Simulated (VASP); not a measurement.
Here is a VASP 6.6.1 calculation.

File INCAR:

```
PREC     = Accurate       # precision mode
ENCUT    = 520            # plane-wave cutoff, eV
EDIFF    = 1E-6           # SCF threshold, eV
ISMEAR   = 0              # smearing method
SIGMA    = 0.1            # smearing width, eV
LREAL    = False          # projectors in reciprocal space
LASPH    = True           # aspherical terms in the spheres
NELM     = 150            # most SCF steps
ALGO     = Normal         # electronic algorithm
ISIF     = 2              # what is computed and relaxed
LWAVE    = False          # write WAVECAR
LCHARG   = False          # write CHGCAR
ISPIN    = 2              # spin polarisation
MAGMOM   = 1 1 1 1 1 0    # initial moments
LORBIT   = 11             # projections on sites
LMAXMIX  = 4              # l up to which the mixer works
GGA      = PE             # functional
NBANDS   = 55             # bands
```

File KPOINTS:

```
regular mesh
0
Gamma
  6 6 2
```

File POSCAR:

```
Mo5W
1.0
    1.5825322000     -2.2394753000      0.0000000000
    1.5825322000      2.2394753000      0.0000000000
    0.0000000000      0.0000000000     13.4262106000
Mo W
5 1
Direct
    0.0000000000      0.0000000000      0.8326270000
    0.5000000000      0.5000000000      0.6662410000
    0.0000000000      0.0000000000      0.5000000000
    0.5000000000      0.5000000000      0.3337590000
    0.0000000000      0.0000000000      0.1673730000
    0.5000000000      0.5000000000      0.0000000000
```

Potentials or basis: VASP PAW PBE potentials, release 64 (Mo_sv, W_sv).

The run is started by

```sh
$ cat potpaw_PBE.64/Mo_sv/POTCAR potpaw_PBE.64/W_sv/POTCAR > POTCAR
$ mpirun -np 1 vasp_std > vasp.out
```

Task: Estimate the net moment.

Result: 0.00 μB per cell.

Task: Estimate the pressure.

Result: -0.2 GPa.

Forces in eV/Å, atoms in the order of the input:
```
Mo   0.000  0.000  0.018
Mo   0.000  0.000  0.016
Mo   0.000  0.000  0.000
Mo   0.000  0.000 -0.016
Mo   0.000  0.000 -0.018
W    0.000  0.000  0.000
```

Caveat: the k points lie up to 0.41 Å⁻¹ apart, too coarse for converged energies and pressures of a metal.
